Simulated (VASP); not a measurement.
# AlRu (Pm-3m) in VASP: notebook

AlRu is run at these levels: PBEsol; tasks: single point, relaxation of cell and atoms.

Program: VASP 6.6.1. These are calculated values, not measurements. Logs are shortened: lines on timing, memory, paths and dates and some standing lists are left out, and cuts for length are marked.

## 1. The cell of the first run

Symmetry: Pm-3m, No. 221, cubic system. The conventional cell has a = 2.976 Å, b = 2.976 Å, c = 2.976 Å, α = 90.00°, β = 90.00°, γ = 90.00°. Within 3.4 Å of Al (site symmetry m-3m) lie 8 Ru at 2.58 Å and 6 Al at 2.98 Å. Ru (site symmetry m-3m) has 8 Al at 2.58 Å and 6 Ru at 2.98 Å within 3.4 Å.

## 2. Single point, PBEsol

The input, INCAR:

```
  ALGO = Normal
  EDIFF = 1E-7
  ENCUT = 520
  GGA = PS
  ISIF = 2
  ISMEAR = 0
  LASPH = T
  LCHARG = F
  LREAL = F
  LWAVE = F
  NBANDS = 16
  NELM = 80
  PREC = Accurate
  SIGMA = 0.1
```

The input, KPOINTS:

```
k-points
0
Gamma
  14 14 14
```

The input, POSCAR:

```
AlRu
1.0
    2.9763130333      0.0000000000      0.0000000000
    0.0000000000      2.9763130333      0.0000000000
    0.0000000000      0.0000000000      2.9763130333
Al Ru
1 1
Direct
    0.0000000000      0.0000000000      0.0000000000
    0.5000000000      0.5000000000      0.5000000000
```

Potentials or basis: VASP PAW PBE potentials, release 64 (Al, Ru_pv).

Launch:

```console
cat potpaw_PBE.64/Al/POTCAR potpaw_PBE.64/Ru_pv/POTCAR > POTCAR
mpirun -np 1 vasp_std > vasp.out
```

OUTCAR:

```text
EDIFF = 1E-7
   ENCUT = 520
   GGA = PS
   ISIF = 2
   ISMEAR = 0
   LASPH = T
   LREAL = F
   NELM = 80
   PREC = Accurate

 ion  position               nearest neighbor table
   1  0.000  0.000  0.000-   2 2.58   2 2.58   2 2.58   2 2.58   2 2.58   2 2.58   2 2.58   2 2.58

   2  0.500  0.500  0.500-   1 2.58   1 2.58   1 2.58   1 2.58   1 2.58   1 2.58   1 2.58   1 2.58

  LATTYP: Found a simple cubic cell.
 ALAT       =     2.9763130333

  Lattice vectors:

 A1 = (   2.9763130333,   0.0000000000,   0.0000000000)
 A2 = (   0.0000000000,   2.9763130333,   0.0000000000)
 A3 = (   0.0000000000,   0.0000000000,   2.9763130333)

Analysis of symmetry for initial positions (statically):
=====================================================================
 Subroutine PRICEL returns:
 Original cell was already a primitive cell.

 Routine SETGRP: Setting up the symmetry group for a
 simple cubic supercell.

 Subroutine GETGRP returns: Found 48 space group operations
 (whereof 48 operations were pure point group operations)
 out of a pool of 48 trial point group operations.

The static configuration has the point symmetry O_h .

Analysis of symmetry for dynamics (positions and initial velocities):
=====================================================================
 Subroutine PRICEL returns:
 Original cell was already a primitive cell.

 Routine SETGRP: Setting up the symmetry group for a
 simple cubic supercell.

 Subroutine GETGRP returns: Found 48 space group operations
 (whereof 48 operations were pure point group operations)
 out of a pool of 48 trial point group operations.

The dynamic configuration has the point symmetry O_h .

 Subroutine INISYM returns: Found 48 space group operations
 (whereof 48 operations are pure point group operations),
 and found     1 'primitive' translations

----------------------------------------------------------------------------------------

                                     Primitive cell

  volume of cell :      26.3655

  direct lattice vectors                    reciprocal lattice vectors
     2.976313033  0.000000000  0.000000000     0.335986164  0.000000000  0.000000000
     0.000000000  2.976313033  0.000000000     0.000000000  0.335986164  0.000000000
     0.000000000  0.000000000  2.976313033     0.000000000  0.000000000  0.335986164

  length of vectors
     2.976313033  2.976313033  2.976313033     0.335986164  0.335986164  0.335986164

  position of ions in fractional coordinates (direct lattice)
     0.000000000  0.000000000  0.000000000
     0.500000000  0.500000000  0.500000000

  ion indices of the primitive-cell ions
   primitive index   ion index
                 1           1
                 2           2

----------------------------------------------------------------------------------------

 KPOINTS: k-points

Automatic generation of k-mesh.
 Grid dimensions read from file:
 generate k-points for:   14   14   14

 Generating k-lattice:

  Cartesian coordinates                     Fractional coordinates (reciprocal lattice)
     0.023999012  0.000000000  0.000000000     0.071428571  0.000000000  0.000000000
     0.000000000  0.023999012  0.000000000     0.000000000  0.071428571  0.000000000
     0.000000000  0.000000000  0.023999012     0.000000000  0.000000000  0.071428571

  Length of vectors
     0.023999012  0.023999012  0.023999012

  Shift w.r.t. Gamma in fractional coordinates (k-lattice)
     0.000000000  0.000000000  0.000000000

 Subroutine IBZKPT returns following result:
 ===========================================

 Found    120 irreducible k-points:

 Following reciprocal coordinates:
            Coordinates               Weight
  0.000000  0.000000  0.000000      1.000000
  0.071429  0.000000  0.000000      6.000000
  0.142857  0.000000  0.000000      6.000000
  0.214286  0.000000  0.000000      6.000000
  0.285714  0.000000  0.000000      6.000000
  0.357143  0.000000  0.000000      6.000000
[... 16 lines left out ...]
  0.285714  0.214286  0.000000     24.000000
  0.357143  0.214286  0.000000     24.000000
 [... further k-points ...]
   k-points           NKPTS =    120   k-points in BZ     NKDIM =    120   number of bands    NBANDS=     16
   number of dos      NEDOS =    301   number of ions     NIONS =      2
   total plane-waves  NPLWV =  13824
   dimension x,y,z NGX =    24 NGY =   24 NGZ =   24
   dimension x,y,z NGXF=    48 NGYF=   48 NGZF=   48
   ions per type =               1   1
   NGX,Y,Z   is equivalent  to a cutoff of  13.41, 13.41, 13.41 a.u.
   NGXF,Y,Z  is equivalent  to a cutoff of  26.81, 26.81, 26.81 a.u.
 SYSTEM =  unknown system
   PREC   = accura    normal or accurate (medium, high low for compatibility)
   ISTART =      0    job   : 0-new  1-cont  2-samecut
   ICHARG =      2    charge: 1-file 2-atom 10-const
   ISPIN  =      1    spin polarized calculation?
   LNONCOLLINEAR =      F non collinear calculations
   LSORBIT =      F    spin-orbit coupling
   LASPH  =      T    aspherical Exc in radial PAW
   ENCUT  =  520.0 eV  38.22 Ry    6.18 a.u.   5.53  5.53  5.53*2*pi/ulx,y,z
   NELM   =     80;   NELMIN=  2; NELMDL= -5     # of ELM steps
   EDIFF  = 0.1E-06   stopping-criterion for ELM
   LREAL  =      F    real-space projection
   EDIFFG = 0.1E-05   stopping-criterion for IOM
   NSW    =      0    number of steps for IOM
   IBRION =     -1    ionic relax: 0-MD 1-quasi-New 2-CG
   NFREE  =      0    steps in history (QN), initial steepest desc. (CG)
   ISIF   =      2    stress and relaxation
   ISYM   =      2    0-nonsym 1-usesym 2-fastsym
   POTIM  = 0.5000    time-step for ionic-motion
   TEBEG  =    0.0;   TEEND  =   0.0 temperature during run
   PSTRESS=    0.0 pullay stress
   NELECT =      17.0000    total number of electrons
   NUPDOWN=      -1.0000    fix difference up-down
   EMIN   =  10.00;   EMAX   =-10.00  energy-range for DOS
   EFERMI =   0.00;   METHOD = LEGACY
   ISMEAR =     0;   SIGMA  =   0.10  broadening in eV -4-tet -1-fermi 0-gaus
   EFERMI_NEDOS =   21; number of points for ismear=-14 and -15
   IALGO  =     38    algorithm
   IMIX   =      4    mixing-type and parameters
     AMIX     =   0.40;   BMIX     =  1.00
     AMIX_MAG =   1.60;   BMIX_MAG =  1.00
  volume/ion in A,a.u.               =      13.18        88.96
  Fermi-wavevector in a.u.,A,eV,Ry     =   1.414314  2.672666 27.215520  2.000284
  Thomas-Fermi vector in A             =   2.535869
   LORBIT       =      0    0 simple, 1 ext, 2 COOP (PROOUT), +10 PAW based schemes
   GGA     = PS    functional components
   LHFCALC =     F    Hartree Fock is set to
   AEXX    =    0.0000 exact exchange contribution
   IVDW    =     0    specifies the selected vdW correction
   LEPSILON=     F    determine dielectric tensor
   LRPA    =     F    only Hartree local field effects (RPA)
 non-spin polarized calculation
 Gauss-broadening in eV      SIGMA  =   0.10
  energy-cutoff  :      520.00
  volume of cell :       26.37
 maximum number of plane-waves:       739
 NGX is ok and might be reduce to    24
   NGX = 11   NGY = 11   NGZ = 11

 number of electron      16.9999996 magnetization

 Free energy of the ion-electron system (eV)
  ---------------------------------------------------
  ext. energy  EPLUGINS =         0.00000000
  ---------------------------------------------------
  free energy    TOTEN  =       -15.51853219 eV

  energy without entropy =      -15.50925346  energy(sigma->0) =      -15.51389282

 E-fermi :  10.8132     XC(G=0): -12.7664

 val. band max:       10.8042691276   @ k =   0.5000   0.2857   0.1429
 cond. band min:      10.8243212516   @ k =   0.1429   0.0714   0.0714
 fundamental gap:      0.0200521240
 Fermi energy:        10.8131711229

 k-point     1 :       0.0000    0.0000    0.0000
  band No.  band energies     occupation
      1     -30.8996      2.00000
      2     -30.8996      2.00000
      3     -30.8996      2.00000
      4       1.0404      2.00000
      5       7.1409      2.00000
      6       7.1409      2.00000
[... 8 lines left out ...]
     15      22.8132      0.00000
     16      26.1869      0.00000

 k-point     2 :       0.0714    0.0000    0.0000
  band No.  band energies     occupation
      1     -30.9108      2.00000
      2     -30.8987      2.00000
      3     -30.8987      2.00000
      4       1.1401      2.00000
      5       7.1762      2.00000
      6       7.1774      2.00000
[... 8 lines left out ...]
     15      22.8139      0.00000
     16      26.4945      0.00000

 k-point     3 :       0.1429    0.0000    0.0000
  band No.  band energies     occupation
      1     -30.9422      2.00000
      2     -30.8960      2.00000
      3     -30.8960      2.00000
      4       1.4343      2.00000
      5       7.2588      2.00000
      6       7.2773      2.00000
[... 8 lines left out ...]
     15      22.9996      0.00000
     16      27.4632      0.00000

 k-point     4 :       0.2143    0.0000    0.0000
  band No.  band energies     occupation
      1     -30.9872      2.00000
      2     -30.8922      2.00000
      3     -30.8922      2.00000
      4       1.9092      2.00000
      5       7.2969      2.00000
      6       7.4302      2.00000
[... 8 lines left out ...]
     15      23.5514      0.00000
     16      28.0965      0.00000
[... 324 lines left out ...]
 k-point    22 :       0.2143    0.2143    0.0000
  band No.  band energies     occupation
      1     -30.9809      2.00000
      2     -30.9758      2.00000
      3     -30.8847      2.00000
      4       2.7038      2.00000
      5       7.4320      2.00000
      6       7.7995      2.00000
[... 8 lines left out ...]
     15      25.5152      0.00000
     16      25.7691      0.00000

 k-point    23 :       0.2857    0.2143    0.0000
  band No.  band energies     occupation
      1     -31.0273      2.00000
      2     -30.9731      2.00000
      3     -30.8805      2.00000
      4       3.2677      2.00000
      5       7.2507      2.00000
      6       8.0043      2.00000
[... 8 lines left out ...]
     15      24.6496      0.00000
     16      26.2384      0.00000

 k-point    24 :       0.3571    0.2143    0.0000
  band No.  band energies     occupation
      1     -31.0709      2.00000
      2     -30.9686      2.00000
      3     -30.8766      2.00000
      4       3.9260      2.00000
      5       6.8146      2.00000
      6       8.1977      2.00000
[... 8 lines left out ...]
     15      23.5191      0.00000
     16      25.2838      0.00000

 [... further k-points ...]
[... 5 lines left out ...]
  --------------------------------------------------------------------------------------
  -------------------------------------------------------------------------------------
  Total        0.0110168      0.0110168      0.0110168      0.0000000      0.0000000     -0.0000000
  in kB        0.6694683      0.6694683      0.6694683      0.0000000      0.0000000     -0.0000000
  external PRESSURE =       0.6694683 kB  Pullay stress =       0.0000000 kB

 VOLUME and BASIS-vectors are now :
 -----------------------------------------------------------------------------
  energy-cutoff  :      520.00
  volume of cell :       26.37
      direct lattice vectors                 reciprocal lattice vectors
     2.976313033  0.000000000  0.000000000     0.335986164  0.000000000  0.000000000
     0.000000000  2.976313033  0.000000000     0.000000000  0.335986164  0.000000000
     0.000000000  0.000000000  2.976313033     0.000000000  0.000000000  0.335986164

 POSITION                                       TOTAL-FORCE (eV/Angst)
 -----------------------------------------------------------------------------------
      0.00000      0.00000      0.00000         0.000000      0.000000      0.000000
      1.48816      1.48816      1.48816         0.000000      0.000000      0.000000
 -----------------------------------------------------------------------------------
    total drift:                                0.000000     -0.000000     -0.000000

  FREE ENERGIE OF THE ION-ELECTRON SYSTEM (eV)
  ---------------------------------------------------
  free  energy   TOTEN  =       -15.5185321881 eV

  energy  without entropy=      -15.5092534564  energy(sigma->0) =      -15.51389282
```

It took 19 s on 1 thread of Intel Xeon Platinum 8559C (Emerald Rapids), shared host; peak memory 0.17 GiB.

Results:

```yaml
Free_energy: -15.5185 eV
Pressure: 0.1 GPa
```

Caveat: the PAW data sets were made with another functional, which shifts forces and pressure a little.

## 3. Relaxation of cell and atoms, PBEsol

This run uses another cell than the first one, of 13.56 Å³/atom, 1.028 times its volume.

The input, INCAR:

```
SYSTEM = AlRu
PREC     = Accurate       ! precision mode
ENCUT    = 600            ! plane-wave cutoff, eV
EDIFF    = 1E-6           ! SCF threshold, eV
ISMEAR   = 0              ! smearing method
SIGMA    = 0.1            ! smearing width, eV
LREAL    = .False.        ! projectors in reciprocal space
LASPH    = .True.         ! aspherical terms in the spheres
NELM     = 60             ! most SCF steps
ALGO     = Fast           ! electronic algorithm
ISIF     = 3              ! what is computed and relaxed
LWAVE    = .False.        ! write WAVECAR
LCHARG   = .False.        ! write CHGCAR
GGA      = PS             ! functional
IBRION   = 2              ! ionic algorithm
NSW      = 70             ! ionic steps
EDIFFG   = -0.005         ! ionic threshold
```

The input, KPOINTS:

```
regular mesh
0
Gamma
  14 14 14
  0 0 0
```

The input, POSCAR:

```
AlRu
1.0
    3.0040846975      0.0000000000      0.0000000000
    0.0000000000      3.0040846975      0.0000000000
    0.0000000000      0.0000000000      3.0040846975
Al Ru
1 1
Direct
    0.0000000000      0.0000000000      0.0000000000
    0.5000000000      0.5000000000      0.5000000000
```

Potentials or basis: VASP PAW PBE potentials, release 64 (Al, Ru_pv).

Launch:

```console
cat potpaw_PBE.64/Al/POTCAR potpaw_PBE.64/Ru_pv/POTCAR > POTCAR
mpirun -np 1 vasp_std > vasp.out
```

OUTCAR:

```text
SYSTEM = AlRu
   PREC = Accurate
   ENCUT = 600
   EDIFF = 1E-6
   ISMEAR = 0
   LREAL = .False.
   LASPH = .True.
   NELM = 60
   ISIF = 3
   GGA = PS
   IBRION = 2
   NSW = 70
   EDIFFG = -0.005

 ion  position               nearest neighbor table
   1  0.000  0.000  0.000-   2 2.60   2 2.60   2 2.60   2 2.60   2 2.60   2 2.60   2 2.60   2 2.60

   2  0.500  0.500  0.500-   1 2.60   1 2.60   1 2.60   1 2.60   1 2.60   1 2.60   1 2.60   1 2.60

  LATTYP: Found a simple cubic cell.
 ALAT       =     3.0040846975

  Lattice vectors:

 A1 = (   3.0040846975,   0.0000000000,   0.0000000000)
 A2 = (   0.0000000000,   3.0040846975,   0.0000000000)
 A3 = (   0.0000000000,   0.0000000000,   3.0040846975)

Analysis of symmetry for initial positions (statically):
=====================================================================
 Subroutine PRICEL returns:
 Original cell was already a primitive cell.

 Routine SETGRP: Setting up the symmetry group for a
 simple cubic supercell.

 Subroutine GETGRP returns: Found 48 space group operations
 (whereof 48 operations were pure point group operations)
 out of a pool of 48 trial point group operations.

The static configuration has the point symmetry O_h .

[... 171 lines left out ...]
  Total       -0.9546891     -0.9546891     -0.9546891     -0.0000000     -0.0000000      0.0000000
  in kB      -56.4203825    -56.4203825    -56.4203825     -0.0000000     -0.0000000      0.0000000
  external PRESSURE =     -56.4203825 kB  Pullay stress =       0.0000000 kB
[... 59 lines left out ...]
--------------------------------------- Ionic step        3  -------------------------------------------

 number of electron      16.9999996 magnetization

 Free energy of the ion-electron system (eV)
  ---------------------------------------------------
  ext. energy  EPLUGINS =         0.00000000
  ---------------------------------------------------
  free energy    TOTEN  =       -15.51913600 eV

  energy without entropy =      -15.50985235  energy(sigma->0) =      -15.51449417

 E-fermi :  10.8086     XC(G=0): -12.7647

 val. band max:       10.7996455720   @ k =   0.5000   0.2857   0.1429
 cond. band min:      10.8196860775   @ k =   0.1429   0.0714   0.0714
 fundamental gap:      0.0200405055
 Fermi energy:        10.8085761430

 k-point     1 :       0.0000    0.0000    0.0000
  band No.  band energies     occupation
      1     -30.9044      2.00000
      2     -30.9044      2.00000
      3     -30.9044      2.00000
      4       1.0379      2.00000
      5       7.1382      2.00000
      6       7.1382      2.00000
      7      11.0058      0.00528
      8      11.0058      0.00528
      9      11.0058      0.00528
     10      16.9548      0.00000
     11      16.9548      0.00000
     12      16.9548      0.00000
[... 331 lines left out ...]
 k-point    24 :       0.3571    0.2143    0.0000
  band No.  band energies     occupation
      1     -31.0755      2.00000
      2     -30.9733      2.00000
      3     -30.8814      2.00000
      4       3.9228      2.00000
      5       6.8114      2.00000
      6       8.1943      2.00000
      7       9.1558      2.00000
      8       9.5991      2.00000
      9      10.4693      2.00000
     10      13.5094      0.00000
     11      17.2553      0.00000
     12      19.7557      0.00000

 [... further k-points ...]
[... 5 lines left out ...]
  --------------------------------------------------------------------------------------
  -------------------------------------------------------------------------------------
  Total        0.0000223      0.0000223      0.0000223      0.0000000      0.0000000     -0.0000000
  in kB        0.0013564      0.0013564      0.0013564      0.0000000      0.0000000     -0.0000000
  external PRESSURE =       0.0013564 kB  Pullay stress =       0.0000000 kB
[... 17 lines left out ...]
  FREE ENERGIE OF THE ION-ELECTRON SYSTEM (eV)
  ---------------------------------------------------
  free  energy   TOTEN  =       -15.5191359959 eV

  energy  without entropy=      -15.5098523499  energy(sigma->0) =      -15.51449417

 reached required accuracy - stopping structural energy minimisation
```

OSZICAR:

```text
N       E                     dE             d eps       ncg     rms          rms(c)
DAV:   1     0.127714509567E+03    0.12771E+03   -0.10347E+04  2912   0.148E+03
DAV:   2    -0.136864074082E+02   -0.14140E+03   -0.13545E+03  3032   0.374E+02
DAV:   3    -0.162765521598E+02   -0.25901E+01   -0.25176E+01  3488   0.518E+01
[... 29 lines left out ...]
RMM:   5    -0.155190076191E+02   -0.30507E-03   -0.36329E-03  2880   0.668E-01    0.885E-02
RMM:   6    -0.155191230653E+02   -0.11545E-03   -0.57773E-04  2880   0.286E-01    0.246E-02
RMM:   7    -0.155191324966E+02   -0.94314E-05   -0.17586E-04  2891   0.161E-01    0.164E-02
RMM:   8    -0.155191365890E+02   -0.40924E-05   -0.45630E-05  3011   0.776E-02    0.203E-02
RMM:   9    -0.155191355765E+02    0.10125E-05   -0.10630E-05  2801   0.376E-02    0.234E-02
RMM:  10    -0.155191359959E+02   -0.41937E-06   -0.22511E-06  1888   0.162E-02
   3 F= -.15519136E+02 E0= -.15514494E+02  d E =-.135281E-01
```

CONTCAR:

```text
AlRu
   1.00000000000000
     2.9766171497138907   -0.0000000000000000    0.0000000000000000
    -0.0000000000000000    2.9766171497138907   -0.0000000000000000
    -0.0000000000000000   -0.0000000000000000    2.9766171497138907
  Al              Ru
     1     1
Direct
     0.0000000000000000    0.0000000000000000    0.0000000000000000
     0.5000000000000000    0.5000000000000000    0.5000000000000000

  0.00000000E+00  0.00000000E+00  0.00000000E+00
  0.00000000E+00  0.00000000E+00  0.00000000E+00
```

It took 47 s on 1 thread of Intel Xeon Platinum 8559C (Emerald Rapids), shared host; peak memory 0.17 GiB.

Results:

* Free energy: -15.5191 eV
* Relaxed volume: 13.19 Å³/atom
* Relaxed cell: a = 2.977 Å, b = 2.977 Å, c = 2.977 Å, α = 90.00°, β = 90.00°, γ = 90.00°
* Space group after relaxing (to 0.05 Å): Pm-3m (No. 221)
* Energy gained by relaxing: 6.8 meV/atom
* Ionic steps: 3
* Pressure after relaxing: 0.0 GPa

The path:
```
step  energy change (eV)  largest force (eV/Å)  pressure (GPa)  volume (Å³)
   1              0.0000                0.0000           -5.64        27.11
   2              0.0200                0.0000           10.37        25.28
   3             -0.0135                0.0000            0.00        26.37
```

Final structure:
```xyz
2
Lattice="2.9766 0.0000 0.0000 0.0000 2.9766 0.0000 0.0000 0.0000 2.9766" Properties=species:S:1:pos:R:3 pbc="T T T"
Al    0.0000    0.0000    0.0000
Ru    1.4883    1.4883    1.4883
```

Caveat: the PAW data sets were made with another functional, which shifts forces and pressure a little.
